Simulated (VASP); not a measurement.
Input of a VASP 6.6.1 run:

Contents of INCAR:

```
SYSTEM = Tl
PREC = Accurate
ENCUT = 520
EDIFF = 1E-6
ISMEAR = -1
SIGMA = 0.1
LREAL = .FALSE.
LASPH = .TRUE.
NELM = 100
ALGO = Normal
ISIF = 2
LWAVE = .FALSE.
LCHARG = .TRUE.
GGA = PE
LELF = .TRUE.
LVHAR = .TRUE.
NBANDS = 12
```

Contents of KPOINTS:

```
regular mesh
0
G
  14 14 13
  0 0 0
```

The input POSCAR:

```
Tl
1.0
    2.5847043633      0.0000000000      0.0000000000
   -1.2923521817      2.2384196399      0.0000000000
    0.0000000000      0.0000000000      2.4538982212
Tl
1
Direct
    0.0000000000      0.0000000000      0.0000000000
```

Potentials or basis: VASP PAW PBE potentials, release 64 (Tl_d).

Command:

```sh
$ cat potpaw_PBE.64/Tl_d/POTCAR > POTCAR
$ mpirun -np 1 vasp_std > vasp.out
```

Question: Predict the pressure.

Answer: 201.6 GPa.
